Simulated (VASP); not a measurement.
Runs of VASP 6.6.1 on AlN. The structure is that of space group P6_3mc (No. 186), or close to it. The cells are those of the table. 

| task | level | cell | cutoff (eV) | gap on the mesh (eV) | pressure (GPa) | relaxed volume (Å³/atom) | largest force (eV/Å) |
| --- | --- | --- | --- | --- | --- | --- | --- |
| single point | PBE+D3(BJ) | a = 3.109, b = 3.109, c = 4.978 Å, angles 90.0, 90.0, 120.0°, 4 atoms | 520 | 4.22 | -0.2 | - | - |
| single point | r2SCAN+rVV10 | a = 3.103, b = 3.103, c = 4.972 Å, angles 90.0, 90.0, 120.0°, 4 atoms | 520 | (c) | -0.3 | - | - |
| relaxation of cell and atoms | r2SCAN+rVV10 | relaxed from a = 3.113, b = 3.113, c = 4.981 Å, angles 90.0, 90.0, 120.0°, 4 atoms | 600 | 4.92 | 0.0 | 10.35 | 0.01 |
| relaxation of cell and atoms | PBE+D3(BJ) | relaxed from a = 3.113, b = 3.113, c = 4.981 Å, angles 90.0, 90.0, 120.0°, 4 atoms | 600 | 4.25 | 0.1 | 10.40 | 0.01 |
| single point | r2SCAN | a = 3.107, b = 3.107, c = 4.978 Å, angles 90.0, 90.0, 120.0°, 4 atoms | 520 | 4.92 | (a) | - | - |
| relaxation of cell and atoms | r2SCAN | relaxed from a = 3.113, b = 3.113, c = 4.981 Å, angles 90.0, 90.0, 120.0°, 4 atoms | 600 | (b) | 0.0 | 10.39 | 0.01 |

Alike in all rows: potentials or basis VASP PAW PBE potentials, release 64 (Al, N); no spin polarisation; k mesh 6 × 6 × 4; smearing gaussian 0.01 eV.

**Question.** Fill in the values left out.

**Answer.** (a) -0.4; (b) 4.94; (c) 4.91.

Caveats: the PAW data sets were made with another functional, which shifts forces and pressure a little (some runs).

